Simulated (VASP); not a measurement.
# Cu (I4/mmm) in VASP: notebook

Runs on Cu. Level: PBE. Tasks: single point.

Program: VASP 6.6.1. These are calculated values, not measurements. Logs are shortened: lines on timing, memory, paths and dates and some standing lists are left out, and cuts for length are marked.

## Step 1: The cell of the first run

The typed cell holds 1 atom: a = 2.460 Å, b = 2.460 Å, c = 2.460 Å, α = 120.02°, β = 120.02°, γ = 89.96°.

## Step 2: Single point, PBE (10.52 Å³/atom)

File INCAR:

```
PREC = Accurate
ENCUT = 520
EDIFF = 1E-7
ISMEAR = 0
SIGMA = 0.1
LREAL = False
LASPH = True
NELM = 60
ALGO = Fast
ISIF = 2
LWAVE = False
LCHARG = False
GGA = PE
NBANDS = 12
```

File KPOINTS:

```
Automatic mesh
0
Gamma
  30 30 30
```

File POSCAR:

```
Cu
1.0
   -1.2293604759      1.2293604759      1.7397283324
    1.2293604759     -1.2293604759      1.7397283324
    1.2293604759      1.2293604759     -1.7397283324
Cu
1
Direct
    0.0000000000      0.0000000000      0.0000000000
```

Potentials or basis: VASP PAW PBE potentials, release 64 (Cu).

Launch:

```
cat potpaw_PBE.64/Cu/POTCAR > POTCAR
mpirun -np 1 vasp_std > vasp.out
```

OUTCAR:

```text
PREC = Accurate
   ENCUT = 520
   EDIFF = 1E-7
   ISMEAR = 0
   LREAL = False
   LASPH = True
   NELM = 60
   ISIF = 2
   GGA = PE

 ion  position               nearest neighbor table
   1  0.000  0.000  0.000-

  LATTYP: Found a body centered tetragonal cell.
 ALAT       =     2.4587209518
 C/A-ratio  =     1.4151490686

  Lattice vectors:

 A1 = (  -1.2293604759,   1.2293604759,   1.7397283324)
 A2 = (   1.2293604759,  -1.2293604759,   1.7397283324)
 A3 = (   1.2293604759,   1.2293604759,  -1.7397283324)

Analysis of symmetry for initial positions (statically):
=====================================================================
 Subroutine PRICEL returns:
 Original cell was already a primitive cell.

 Routine SETGRP: Setting up the symmetry group for a
 body centered tetragonal supercell.

 Subroutine GETGRP returns: Found 16 space group operations
 (whereof 16 operations were pure point group operations)
 out of a pool of 16 trial point group operations.

The static configuration has the point symmetry D_4h.

Analysis of symmetry for dynamics (positions and initial velocities):
=====================================================================
 Subroutine PRICEL returns:
 Original cell was already a primitive cell.

 Routine SETGRP: Setting up the symmetry group for a
 body centered tetragonal supercell.

 Subroutine GETGRP returns: Found 16 space group operations
 (whereof 16 operations were pure point group operations)
 out of a pool of 16 trial point group operations.

The dynamic configuration has the point symmetry D_4h.

 Subroutine INISYM returns: Found 16 space group operations
 (whereof 16 operations are pure point group operations),
 and found     1 'primitive' translations

----------------------------------------------------------------------------------------

                                     Primitive cell

  volume of cell :      10.5172

  direct lattice vectors                    reciprocal lattice vectors
    -1.229360476  1.229360476  1.739728332     0.000000000  0.406715532  0.287401194
     1.229360476 -1.229360476  1.739728332     0.406715532  0.000000000  0.287401194
     1.229360476  1.229360476 -1.739728332     0.406715532  0.406715532  0.000000000

  length of vectors
     2.459534312  2.459534312  2.459534312     0.498013022  0.498013022  0.575182621

  position of ions in fractional coordinates (direct lattice)
     0.000000000  0.000000000  0.000000000

  ion indices of the primitive-cell ions
   primitive index   ion index
                 1           1

----------------------------------------------------------------------------------------

 KPOINTS: Automatic mesh

Automatic generation of k-mesh.
 Grid dimensions read from file:
 generate k-points for:   30   30   30

 Generating k-lattice:

  Cartesian coordinates                     Fractional coordinates (reciprocal lattice)
     0.000000000  0.013557184  0.009580040     0.033333333  0.000000000  0.000000000
     0.013557184  0.000000000  0.009580040     0.000000000  0.033333333  0.000000000
     0.013557184  0.013557184  0.000000000     0.000000000  0.000000000  0.033333333

  Length of vectors
     0.016600434  0.016600434  0.019172754

  Shift w.r.t. Gamma in fractional coordinates (k-lattice)
     0.000000000  0.000000000  0.000000000

 Subroutine IBZKPT returns following result:
 ===========================================

 Found   1992 irreducible k-points:

 Following reciprocal coordinates:
            Coordinates               Weight
  0.000000  0.000000  0.000000      1.000000
  0.033333  0.000000  0.000000      8.000000
  0.066667 -0.000000  0.000000      8.000000
  0.100000 -0.000000  0.000000      8.000000
  0.133333 -0.000000  0.000000      8.000000
  0.166667 -0.000000  0.000000      8.000000
[... 16 lines left out ...]
  0.233333  0.033333  0.000000     16.000000
  0.266667  0.033333  0.000000     16.000000
 [... further k-points ...]
   k-points           NKPTS =   1992   k-points in BZ     NKDIM =   1992   number of bands    NBANDS=     12
   number of dos      NEDOS =    301   number of ions     NIONS =      1
   total plane-waves  NPLWV =   5832
   dimension x,y,z NGX =    18 NGY =   18 NGZ =   18
   dimension x,y,z NGXF=    36 NGYF=   36 NGZF=   36
   ions per type =               1
   NGX,Y,Z   is equivalent  to a cutoff of  12.17, 12.17, 12.17 a.u.
   NGXF,Y,Z  is equivalent  to a cutoff of  24.33, 24.33, 24.33 a.u.
 SYSTEM =  unknown system
   PREC   = accura    normal or accurate (medium, high low for compatibility)
   ISTART =      0    job   : 0-new  1-cont  2-samecut
   ICHARG =      2    charge: 1-file 2-atom 10-const
   ISPIN  =      1    spin polarized calculation?
   LNONCOLLINEAR =      F non collinear calculations
   LSORBIT =      F    spin-orbit coupling
   LASPH  =      T    aspherical Exc in radial PAW
   ENCUT  =  520.0 eV  38.22 Ry    6.18 a.u.   4.57  4.57  4.57*2*pi/ulx,y,z
   NELM   =     60;   NELMIN=  2; NELMDL= -5     # of ELM steps
   EDIFF  = 0.1E-06   stopping-criterion for ELM
   LREAL  =      F    real-space projection
   EDIFFG = 0.1E-05   stopping-criterion for IOM
   NSW    =      0    number of steps for IOM
   IBRION =     -1    ionic relax: 0-MD 1-quasi-New 2-CG
   NFREE  =      0    steps in history (QN), initial steepest desc. (CG)
   ISIF   =      2    stress and relaxation
   ISYM   =      2    0-nonsym 1-usesym 2-fastsym
   POTIM  = 0.5000    time-step for ionic-motion
   TEBEG  =    0.0;   TEEND  =   0.0 temperature during run
   PSTRESS=    0.0 pullay stress
   NELECT =      11.0000    total number of electrons
   NUPDOWN=      -1.0000    fix difference up-down
   EMIN   =  10.00;   EMAX   =-10.00  energy-range for DOS
   EFERMI =   0.00;   METHOD = LEGACY
   ISMEAR =     0;   SIGMA  =   0.10  broadening in eV -4-tet -1-fermi 0-gaus
   EFERMI_NEDOS =   21; number of points for ismear=-14 and -15
   IALGO  =     68    algorithm
   IMIX   =      4    mixing-type and parameters
     AMIX     =   0.40;   BMIX     =  1.00
     AMIX_MAG =   1.60;   BMIX_MAG =  1.00
  volume/ion in A,a.u.               =      10.52        70.97
  Fermi-wavevector in a.u.,A,eV,Ry     =   1.661776  3.140301 37.572470  2.761499
  Thomas-Fermi vector in A             =   2.748781
   LORBIT       =      0    0 simple, 1 ext, 2 COOP (PROOUT), +10 PAW based schemes
   GGA     = PE    functional components
   LHFCALC =     F    Hartree Fock is set to
   AEXX    =    0.0000 exact exchange contribution
   IVDW    =     0    specifies the selected vdW correction
   LEPSILON=     F    determine dielectric tensor
   LRPA    =     F    only Hartree local field effects (RPA)
 non-spin polarized calculation
 RMM-DIIS sequential band-by-band and
 Gauss-broadening in eV      SIGMA  =   0.10
  energy-cutoff  :      520.00
  volume of cell :       10.52
 maximum number of plane-waves:       296
   NGX =  9   NGY =  9   NGZ =  9

 number of electron      10.9999989 magnetization

 Free energy of the ion-electron system (eV)
  ---------------------------------------------------
  ext. energy  EPLUGINS =         0.00000000
  ---------------------------------------------------
  free energy    TOTEN  =        -3.62504990 eV

  energy without entropy =       -3.62382295  energy(sigma->0) =       -3.62443643

 E-fermi :   9.1582     XC(G=0): -13.4137

 val. band max:        9.1379211615   @ k =  -0.3333   0.4333   0.0333
 cond. band min:       9.1744441674   @ k =  -0.1333  -0.4667   0.0667
 fundamental gap:      0.0365230059
 Fermi energy:         9.1581996373

 k-point     1 :       0.0000    0.0000    0.0000
  band No.  band energies     occupation
      1      -1.1567      2.00000
      2       5.7022      2.00000
      3       5.7059      2.00000
      4       5.7059      2.00000
      5       6.6869      2.00000
      6       6.6908      2.00000
      7      32.6277      0.00000
      8      36.1932      0.00000
      9      36.1986      0.00000
     10      36.1986      0.00000
     11      38.8469      0.00000
     12      38.8496      0.00000

 k-point     2 :       0.0333    0.0000    0.0000
  band No.  band energies     occupation
      1      -1.1126      2.00000
      2       5.6938      2.00000
      3       5.7129      2.00000
      4       5.7153      2.00000
      5       6.6830      2.00000
      6       6.6868      2.00000
      7      32.4784      0.00000
      8      35.3912      0.00000
      9      36.0485      0.00000
     10      36.0521      0.00000
     11      39.0503      0.00000
     12      39.0520      0.00000

 k-point     3 :       0.0667   -0.0000    0.0000
  band No.  band energies     occupation
      1      -0.9807      2.00000
      2       5.6628      2.00000
      3       5.7395      2.00000
      4       5.7420      2.00000
      5       6.6724      2.00000
      6       6.6760      2.00000
      7      31.8304      0.00000
      8      34.2995      0.00000
      9      35.7043      0.00000
     10      35.7083      0.00000
     11      39.5570      0.00000
     12      39.5583      0.00000
[... 286 lines left out ...]
 k-point    23 :       0.2333    0.0333    0.0000
  band No.  band energies     occupation
      1       1.0764      2.00000
      2       5.3731      2.00000
      3       5.8905      2.00000
      4       5.9062      2.00000
      5       6.6912      2.00000
      6       6.8593      2.00000
      7      22.8910      0.00000
      8      31.6026      0.00000
      9      33.7363      0.00000
     10      34.9972      0.00000
     11      38.8175      0.00000
     12      39.4284      0.00000

 k-point    24 :       0.2667    0.0333    0.0000
  band No.  band energies     occupation
      1       1.6176      2.00000
      2       5.3946      2.00000
      3       5.8616      2.00000
      4       5.8779      2.00000
      5       6.7870      2.00000
      6       6.9596      2.00000
      7      21.2045      0.00000
      8      31.3745      0.00000
      9      33.3974      0.00000
     10      34.7584      0.00000
     11      37.9847      0.00000
     12      39.1457      0.00000

 [... further k-points ...]

------------------------ aborting loop because EDIFF is reached ----------------------------------------

  FORCE on cell =-STRESS in cart. coord.  units (eV):
  Direction    XX          YY          ZZ          XY          YZ          ZX
  --------------------------------------------------------------------------------------
  -------------------------------------------------------------------------------------
  Total        1.6694562      1.6694562      1.6657704      0.0000000      0.0000000      0.0000000
  in kB      254.3230359    254.3230359    253.7615403      0.0000000      0.0000000      0.0000000
  external PRESSURE =     254.1358707 kB  Pullay stress =       0.0000000 kB

 VOLUME and BASIS-vectors are now :
 -----------------------------------------------------------------------------
  energy-cutoff  :      520.00
  volume of cell :       10.52
      direct lattice vectors                 reciprocal lattice vectors
    -1.229360476  1.229360476  1.739728332     0.000000000  0.406715532  0.287401194
     1.229360476 -1.229360476  1.739728332     0.406715532  0.000000000  0.287401194
     1.229360476  1.229360476 -1.739728332     0.406715532  0.406715532  0.000000000

 POSITION                                       TOTAL-FORCE (eV/Angst)
 -----------------------------------------------------------------------------------
      0.00000      0.00000      0.00000         0.000000     -0.000000      0.000000
 -----------------------------------------------------------------------------------
    total drift:                                0.000000      0.000000      0.000000

  FREE ENERGIE OF THE ION-ELECTRON SYSTEM (eV)
  ---------------------------------------------------
  free  energy   TOTEN  =        -3.6250499014 eV

  energy  without entropy=       -3.6238229523  energy(sigma->0) =       -3.62443643
```

It took 2.1 min on 1 thread of Intel Xeon 6975P-C (Granite Rapids), shared host; peak memory 0.34 GiB.

Results:

```yaml
Free_energy: -3.6250 eV
Pressure: 25.4 GPa
Band_gap_on_the_k_mesh: zero (an odd number of electrons rules out a gap without spin polarisation)
```

Levels at points of the mesh, in eV from the Fermi level:
| k point | band 4 | band 5 | band 6 | band 7 | band 8 | band 9 |
| --- | --- | --- | --- | --- | --- | --- |
| (0.00, 0.00, 0.00) | -3.45 | -2.47 | -2.47 | 23.47 | 27.04 | 27.04 |
| (0.50, 0.00, 0.00) | -1.79 | -1.79 | -1.40 | 4.34 | 21.91 | 23.88 |
| (0.50, 0.50, 0.00) | -1.62 | -1.62 | 1.38 | 7.93 | 13.96 | 13.96 |
| (0.50, 0.50, 0.50) | -1.62 | -1.62 | 1.36 | 7.91 | 13.98 | 13.98 |

Caveat: the cell stands under pressure.

## Step 3: Single point, PBE (10.88 Å³/atom)

This run uses another cell than the first one, of 10.88 Å³/atom.

File INCAR:

```
SYSTEM = Cu
PREC     = Accurate       ! precision mode
ENCUT    = 520            ! plane-wave cutoff, eV
EDIFF    = 1E-6           ! SCF threshold, eV
ISMEAR   = 0              ! smearing method
SIGMA    = 0.1            ! smearing width, eV
LREAL    = .FALSE.        ! projectors in reciprocal space
LASPH    = .TRUE.         ! aspherical terms in the spheres
NELM     = 80             ! most SCF steps
ALGO     = Fast           ! electronic algorithm
ISIF     = 2              ! what is computed and relaxed
LWAVE    = .FALSE.        ! write WAVECAR
LCHARG   = .FALSE.        ! write CHGCAR
GGA      = PE             ! functional
NBANDS   = 12             ! bands
```

File KPOINTS:

```
Automatic mesh
0
G
  30 30 30
  0 0 0
```

File POSCAR:

```
Cu
1.0
   -1.2431746712      1.2431746712      1.7592774780
    1.2431746712     -1.2431746712      1.7592774780
    1.2431746712      1.2431746712     -1.7592774780
Cu
1
Direct
    0.0000000000      0.0000000000      0.0000000000
```

Potentials or basis: VASP PAW PBE potentials, release 64 (Cu).

Launch:

```
cat potpaw_PBE.64/Cu/POTCAR > POTCAR
mpirun -np 1 vasp_std > vasp.out
```

It took 1.8 min on 1 thread of Intel Xeon 6975P-C (Granite Rapids), shared host; peak memory 0.34 GiB.

The run converged. Its results:

```
Free energy            : -3.6730 eV
Pressure               : 17.8 GPa
Band gap on the k mesh : zero (an odd number of electrons rules out a gap without spin polarisation)
```

Levels at points of the mesh, in eV from the Fermi level:
| k point | band 2 | band 3 | band 4 | band 5 | band 6 | band 7 | band 8 | band 9 | band 10 | band 11 |
| --- | --- | --- | --- | --- | --- | --- | --- | --- | --- | --- |
| (0.00, 0.00, 0.00) | -3.33 | -3.33 | -3.33 | -2.40 | -2.39 | 23.21 | 26.51 | 26.51 | 26.51 | 29.10 |
| (0.50, 0.00, 0.00) | -3.37 | -3.37 | -1.75 | -1.75 | -1.29 | 4.16 | 21.67 | 23.34 | 23.36 | 26.25 |
| (0.50, 0.50, 0.00) | -4.91 | -1.77 | -1.59 | -1.59 | 1.41 | 7.68 | 13.70 | 13.70 | 18.41 | 21.63 |
| (0.50, 0.50, 0.50) | -4.91 | -1.77 | -1.59 | -1.59 | 1.39 | 7.66 | 13.71 | 13.71 | 18.42 | 21.65 |

Caveat: the cell stands under pressure.

## Step 4: Single point, PBE (11.23 Å³/atom)

This run uses another cell than the first one, of 11.23 Å³/atom.

File INCAR:

```
SYSTEM = Cu
ALGO = Fast ; EDIFF = 1E-6
ENCUT = 520 ; GGA = PE
ISIF = 2 ; ISMEAR = 0
LASPH = .True. ; LCHARG = .False.
LREAL = .False. ; LWAVE = .False.
NBANDS = 12 ; NELM = 80
PREC = Accurate ; SIGMA = 0.1
```

File KPOINTS:

```
k-points
0
Gamma
  30 30 30
  0 0 0
```

File POSCAR:

```
Cu
1.0
   -1.2566884981      1.2566884981      1.7784015576
    1.2566884981     -1.2566884981      1.7784015576
    1.2566884981      1.2566884981     -1.7784015576
Cu
1
Direct
    0.0000000000      0.0000000000      0.0000000000
```

Launch:

```
cat potpaw_PBE.64/Cu/POTCAR > POTCAR
mpirun -np 1 vasp_std > vasp.out
```

It took 2.1 min on 1 thread of Intel Xeon 6975P-C (Granite Rapids), shared host; peak memory 0.36 GiB.

It converged, with:

- Free energy: -3.7045 eV
- Pressure: 11.1 GPa
- Band gap on the k mesh: zero (an odd number of electrons rules out a gap without spin polarisation)

Levels at points of the mesh, in eV from the Fermi level:
| k point | band 4 | band 5 | band 6 | band 7 | band 8 | band 9 |
| --- | --- | --- | --- | --- | --- | --- |
| (0.00, 0.00, 0.00) | -3.22 | -2.33 | -2.33 | 22.96 | 26.00 | 26.00 |
| (0.50, 0.00, 0.00) | -1.72 | -1.72 | -1.18 | 3.98 | 21.43 | 22.82 |
| (0.50, 0.50, 0.00) | -1.56 | -1.56 | 1.44 | 7.44 | 13.44 | 13.44 |
| (0.50, 0.50, 0.50) | -1.56 | -1.56 | 1.42 | 7.43 | 13.46 | 13.46 |

Caveat: the cell stands under pressure.

## Step 5: Summary

```csv
cell,further INCAR settings,gap on the mesh (eV),pressure (GPa)
"a = 2.460 Å, angles 120.0, 120.0, 90.0°, 1 atom",ALGO = Fast; EDIFF = 1e-07; NBANDS = 12,none,25.4
"a = 2.487 Å, angles 120.0, 120.0, 90.0°, 1 atom",ALGO = Fast; EDIFF = 1e-06; NBANDS = 12,none,17.8
"a = 2.514 Å, angles 120.0, 120.0, 90.0°, 1 atom",ALGO = Fast; EDIFF = 1e-06; NBANDS = 12,none,11.1
```

Alike in all rows: task single point; level PBE; potentials or basis VASP PAW PBE potentials, release 64 (Cu); no spin polarisation; k mesh 30 × 30 × 30; cutoff (eV) 520; smearing gaussian 0.1 eV.

Caveats: the cell stands under pressure.

Absolute energies hang on the potentials; compare differences alone.

The gap in the log of VASP goes by the Fermi energy; the results here count the filled bands.